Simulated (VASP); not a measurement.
# MgS (Fm-3m) in VASP: single point with LDA

Aim: the single point of MgS with LDA.

All numbers are computed with VASP 6.6.1; they aren't measurements. Logs are shortened: lines on timing, memory, paths and dates and some standing lists are left out, and cuts for length are marked.

**1. The cell of the first run**

It takes space group Fm-3m (No. 225, cubic). The conventional cell has a = 5.209 Å, b = 5.209 Å, c = 5.209 Å, α = 90.00°, β = 90.00°, γ = 90.00°. Mg (site symmetry m-3m) has 6 S at 2.60 Å within 3.4 Å. S (site symmetry m-3m) has 6 Mg at 2.60 Å within 3.4 Å.

**2. Single point, LDA**

The input, INCAR:

```
PREC = Accurate ; ENCUT = 600
EDIFF = 1E-6 ; ISMEAR = 0
SIGMA = 0.1 ; LREAL = False
LASPH = True ; NELM = 120
ALGO = Normal ; ISIF = 2
LWAVE = False ; LCHARG = False
GGA = CA ; NBANDS = 11
GGA_COMPAT = False
```

The input, KPOINTS:

```
Automatic mesh
0
Gamma
  6 6 6
```

The input, POSCAR:

```
MgS
1.0
    0.0000000000      2.6043975556      2.6043975556
    2.6043975556      0.0000000000      2.6043975556
    2.6043975556      2.6043975556      0.0000000000
Mg S
1 1
Direct
    0.0000000000      0.0000000000      0.0000000000
    0.5000000000      0.5000000000      0.5000000000
```

Potentials or basis: VASP PAW LDA potentials, release 64 (Mg, S).

Run with:

```console
$ cat potpaw_LDA.64/Mg/POTCAR potpaw_LDA.64/S/POTCAR > POTCAR
$ mpirun -np 1 vasp_std > vasp.out
```

OUTCAR:

```text
PREC = Accurate
   ENCUT = 600
   EDIFF = 1E-6
   ISMEAR = 0
   LREAL = False
   LASPH = True
   NELM = 120
   ISIF = 2
   GGA = CA

 ion  position               nearest neighbor table
   1  0.000  0.000  0.000-   2 2.60   2 2.60   2 2.60   2 2.60   2 2.60   2 2.60
   2  0.500  0.500  0.500-   1 2.60   1 2.60   1 2.60   1 2.60   1 2.60   1 2.60

  LATTYP: Found a face centered cubic cell.
 ALAT       =     5.2087951112

  Lattice vectors:

 A1 = (   0.0000000000,   2.6043975556,   2.6043975556)
 A2 = (   2.6043975556,   0.0000000000,   2.6043975556)
 A3 = (   2.6043975556,   2.6043975556,   0.0000000000)

Analysis of symmetry for initial positions (statically):
=====================================================================
 Subroutine PRICEL returns:
 Original cell was already a primitive cell.

 Routine SETGRP: Setting up the symmetry group for a
 face centered cubic supercell.

 Subroutine GETGRP returns: Found 48 space group operations
 (whereof 48 operations were pure point group operations)
 out of a pool of 48 trial point group operations.

The static configuration has the point symmetry O_h .

Analysis of symmetry for dynamics (positions and initial velocities):
=====================================================================
 Subroutine PRICEL returns:
 Original cell was already a primitive cell.

 Routine SETGRP: Setting up the symmetry group for a
 face centered cubic supercell.

 Subroutine GETGRP returns: Found 48 space group operations
 (whereof 48 operations were pure point group operations)
 out of a pool of 48 trial point group operations.

The dynamic configuration has the point symmetry O_h .

 Subroutine INISYM returns: Found 48 space group operations
 (whereof 48 operations are pure point group operations),
 and found     1 'primitive' translations

----------------------------------------------------------------------------------------

                                     Primitive cell

  volume of cell :      35.3307

  direct lattice vectors                    reciprocal lattice vectors
     0.000000000  2.604397556  2.604397556    -0.191982979  0.191982979  0.191982979
     2.604397556  0.000000000  2.604397556     0.191982979 -0.191982979  0.191982979
     2.604397556  2.604397556  0.000000000     0.191982979  0.191982979 -0.191982979

  length of vectors
     3.683174345  3.683174345  3.683174345     0.332524273  0.332524273  0.332524273

  position of ions in fractional coordinates (direct lattice)
     0.000000000  0.000000000  0.000000000
     0.500000000  0.500000000  0.500000000

  ion indices of the primitive-cell ions
   primitive index   ion index
                 1           1
                 2           2

----------------------------------------------------------------------------------------

 KPOINTS: Automatic mesh

Automatic generation of k-mesh.
 Grid dimensions read from file:
 generate k-points for:    6    6    6

 Generating k-lattice:

  Cartesian coordinates                     Fractional coordinates (reciprocal lattice)
    -0.031997163  0.031997163  0.031997163     0.166666667  0.000000000  0.000000000
     0.031997163 -0.031997163  0.031997163     0.000000000  0.166666667  0.000000000
     0.031997163  0.031997163 -0.031997163     0.000000000  0.000000000  0.166666667

  Length of vectors
     0.055420712  0.055420712  0.055420712

  Shift w.r.t. Gamma in fractional coordinates (k-lattice)
     0.000000000  0.000000000  0.000000000

 Subroutine IBZKPT returns following result:
 ===========================================

 Found     16 irreducible k-points:

 Following reciprocal coordinates:
            Coordinates               Weight
  0.000000  0.000000  0.000000      1.000000
  0.166667  0.000000  0.000000      8.000000
  0.333333  0.000000  0.000000      8.000000
  0.500000  0.000000  0.000000      4.000000
  0.166667  0.166667  0.000000      6.000000
  0.333333  0.166667  0.000000     24.000000
[... 8 lines left out ...]
 -0.333333  0.333333  0.166667     24.000000
 -0.333333  0.500000  0.166667     12.000000
   k-points           NKPTS =     16   k-points in BZ     NKDIM =     16   number of bands    NBANDS=     11
   number of dos      NEDOS =    301   number of ions     NIONS =      2
   total plane-waves  NPLWV =  27000
   dimension x,y,z NGX =    30 NGY =   30 NGZ =   30
   dimension x,y,z NGXF=    60 NGYF=   60 NGZF=   60
   ions per type =               1   1
   NGX,Y,Z   is equivalent  to a cutoff of  13.54, 13.54, 13.54 a.u.
   NGXF,Y,Z  is equivalent  to a cutoff of  27.08, 27.08, 27.08 a.u.
 SYSTEM =  unknown system
   PREC   = accura    normal or accurate (medium, high low for compatibility)
   ISTART =      0    job   : 0-new  1-cont  2-samecut
   ICHARG =      2    charge: 1-file 2-atom 10-const
   ISPIN  =      1    spin polarized calculation?
   LNONCOLLINEAR =      F non collinear calculations
   LSORBIT =      F    spin-orbit coupling
   LASPH  =      T    aspherical Exc in radial PAW
   ENCUT  =  600.0 eV  44.10 Ry    6.64 a.u.   7.36  7.36  7.36*2*pi/ulx,y,z
   NELM   =    120;   NELMIN=  2; NELMDL= -5     # of ELM steps
   EDIFF  = 0.1E-05   stopping-criterion for ELM
   LREAL  =      F    real-space projection
   EDIFFG = 0.1E-04   stopping-criterion for IOM
   NSW    =      0    number of steps for IOM
   IBRION =     -1    ionic relax: 0-MD 1-quasi-New 2-CG
   NFREE  =      0    steps in history (QN), initial steepest desc. (CG)
   ISIF   =      2    stress and relaxation
   ISYM   =      2    0-nonsym 1-usesym 2-fastsym
   POTIM  = 0.5000    time-step for ionic-motion
   TEBEG  =    0.0;   TEEND  =   0.0 temperature during run
   PSTRESS=    0.0 pullay stress
   NELECT =       8.0000    total number of electrons
   NUPDOWN=      -1.0000    fix difference up-down
   EMIN   =  10.00;   EMAX   =-10.00  energy-range for DOS
   EFERMI =   0.00;   METHOD = LEGACY
   ISMEAR =     0;   SIGMA  =   0.10  broadening in eV -4-tet -1-fermi 0-gaus
   EFERMI_NEDOS =   21; number of points for ismear=-14 and -15
   IALGO  =     38    algorithm
   IMIX   =      4    mixing-type and parameters
     AMIX     =   0.40;   BMIX     =  1.00
     AMIX_MAG =   1.60;   BMIX_MAG =  1.00
  volume/ion in A,a.u.               =      17.67       119.21
  Fermi-wavevector in a.u.,A,eV,Ry     =   0.997825  1.885615 13.546695  0.995654
  Thomas-Fermi vector in A             =   2.130007
   LORBIT       =      0    0 simple, 1 ext, 2 COOP (PROOUT), +10 PAW based schemes
   GGA     = CA    functional components
   LHFCALC =     F    Hartree Fock is set to
   AEXX    =    0.0000 exact exchange contribution
   IVDW    =     0    specifies the selected vdW correction
   LEPSILON=     F    determine dielectric tensor
   LRPA    =     F    only Hartree local field effects (RPA)
 non-spin polarized calculation
 Gauss-broadening in eV      SIGMA  =   0.10
  energy-cutoff  :      600.00
  volume of cell :       35.33
 maximum number of plane-waves:      1243
 NGX is ok and might be reduce to    30
   NGX = 15   NGY = 15   NGZ = 15

 number of electron       7.9999999 magnetization

 Free energy of the ion-electron system (eV)
  ---------------------------------------------------
  ext. energy  EPLUGINS =         0.00000000
  ---------------------------------------------------
  free energy    TOTEN  =        -9.56590455 eV

  energy without entropy =       -9.56590455  energy(sigma->0) =       -9.56590455

 E-fermi :   4.0578     XC(G=0):  -9.9745

 val. band max:        3.5547147109   @ k =   0.0000   0.0000   0.0000
 cond. band min:       6.1035521747   @ k =   0.5000   0.5000   0.0000
 fundamental gap:      2.5488374637
 Fermi energy:         4.0577950385

 k-point     1 :       0.0000    0.0000    0.0000
  band No.  band energies     occupation
      1      -9.0676      2.00000
      2       3.5547      2.00000
      3       3.5547      2.00000
      4       3.5547      2.00000
      5       7.0206      0.00000
      6      11.3920      0.00000
      7      11.3920      0.00000
      8      11.3920      0.00000
      9      13.8148      0.00000
     10      13.8148      0.00000
     11      15.8986      0.00000

 k-point     2 :       0.1667    0.0000    0.0000
  band No.  band energies     occupation
      1      -8.8011      2.00000
      2       1.8903      2.00000
      3       3.3853      2.00000
      4       3.3853      2.00000
      5       8.1458      0.00000
      6      11.0730      0.00000
      7      11.6393      0.00000
      8      11.6393      0.00000
      9      13.0630      0.00000
     10      13.0630      0.00000
     11      15.6705      0.00000

 k-point     3 :       0.3333    0.0000    0.0000
  band No.  band energies     occupation
      1      -8.1557      2.00000
      2      -0.3387      2.00000
      3       3.0930      2.00000
      4       3.0930      2.00000
      5       8.1526      0.00000
      6      10.7282      0.00000
      7      10.7282      0.00000
      8      12.6737      0.00000
      9      14.8353      0.00000
     10      14.9452      0.00000
     11      14.9452      0.00000

 k-point     4 :       0.5000    0.0000    0.0000
  band No.  band energies     occupation
      1      -7.7412      2.00000
      2      -1.3376      2.00000
      3       2.9646      2.00000
      4       2.9646      2.00000
      5       7.9247      0.00000
      6      10.2902      0.00000
      7      10.2902      0.00000
      8      13.3626      0.00000
      9      15.4781      0.00000
     10      17.9160      0.00000
     11      17.9160      0.00000
[... 127 lines left out ...]
 k-point    14 :       0.5000    0.3333    0.1667
  band No.  band energies     occupation
      1      -7.7157      2.00000
      2      -0.1799      2.00000
      3       1.3337      2.00000
      4       2.3035      2.00000
      5       8.6382      0.00000
      6      10.0532      0.00000
      7      10.6890      0.00000
      8      13.1976      0.00000
      9      14.9509      0.00000
     10      18.1617      0.00000
     11      18.7256      0.00000

 k-point    15 :      -0.3333    0.3333    0.1667
  band No.  band energies     occupation
      1      -7.4343      2.00000
      2      -0.4220      2.00000
      3       0.8086      2.00000
      4       1.9422      2.00000
      5       8.6911      0.00000
      6      10.1063      0.00000
      7      12.1044      0.00000
      8      12.3099      0.00000
      9      15.5915      0.00000
     10      17.1597      0.00000
     11      19.1865      0.00000

 k-point    16 :      -0.3333    0.5000    0.1667
  band No.  band energies     occupation
      1      -7.3304      2.00000
      2      -0.2378      2.00000
      3       0.9425      2.00000
      4       1.2960      2.00000
      5       7.7666      0.00000
      6       9.6537      0.00000
      7      12.5072      0.00000
      8      13.2095      0.00000
      9      17.0439      0.00000
     10      18.3436      0.00000
     11      18.8441      0.00000

------------------------ aborting loop because EDIFF is reached ----------------------------------------

  FORCE on cell =-STRESS in cart. coord.  units (eV):
  Direction    XX          YY          ZZ          XY          YZ          ZX
  --------------------------------------------------------------------------------------
  -------------------------------------------------------------------------------------
  Total       -0.8859054     -0.8859054     -0.8859054      0.0000000      0.0000000      0.0000000
  in kB      -40.1740961    -40.1740961    -40.1740961      0.0000000      0.0000000      0.0000000
  external PRESSURE =     -40.1740961 kB  Pullay stress =       0.0000000 kB

 VOLUME and BASIS-vectors are now :
 -----------------------------------------------------------------------------
  energy-cutoff  :      600.00
  volume of cell :       35.33
      direct lattice vectors                 reciprocal lattice vectors
     0.000000000  2.604397556  2.604397556    -0.191982979  0.191982979  0.191982979
     2.604397556  0.000000000  2.604397556     0.191982979 -0.191982979  0.191982979
     2.604397556  2.604397556  0.000000000     0.191982979  0.191982979 -0.191982979

 POSITION                                       TOTAL-FORCE (eV/Angst)
 -----------------------------------------------------------------------------------
      0.00000      0.00000      0.00000        -0.000000     -0.000000      0.000000
      2.60440      2.60440      2.60440         0.000000      0.000000      0.000000
 -----------------------------------------------------------------------------------
    total drift:                               -0.000000     -0.000000      0.000000

  FREE ENERGIE OF THE ION-ELECTRON SYSTEM (eV)
  ---------------------------------------------------
  free  energy   TOTEN  =        -9.5659045470 eV

  energy  without entropy=       -9.5659045470  energy(sigma->0) =       -9.56590455
```

Wall time 6.8 s (1 thread of AMD EPYC 7R43 (Zen 3), shared host); peak memory 0.11 GiB.

What came out:

- Free energy: -9.5659 eV
- Pressure: -4.0 GPa
- Band gap on the k mesh: 2.55 eV (least direct gap 3.47 eV)

Levels at points of the mesh, in eV from the valence-band top:
```
           k point  band 2  band 3  band 4  band 5  band 6  band 7
(0.00, 0.00, 0.00)    0.00    0.00    0.00    3.47    7.84    7.84
(0.50, 0.00, 0.00)   -4.89   -0.59   -0.59    4.37    6.74    6.74
(0.50, 0.50, 0.00)   -4.24   -1.70   -1.70    2.55    4.26   11.76
```

Caveat: the cell stands under tension.
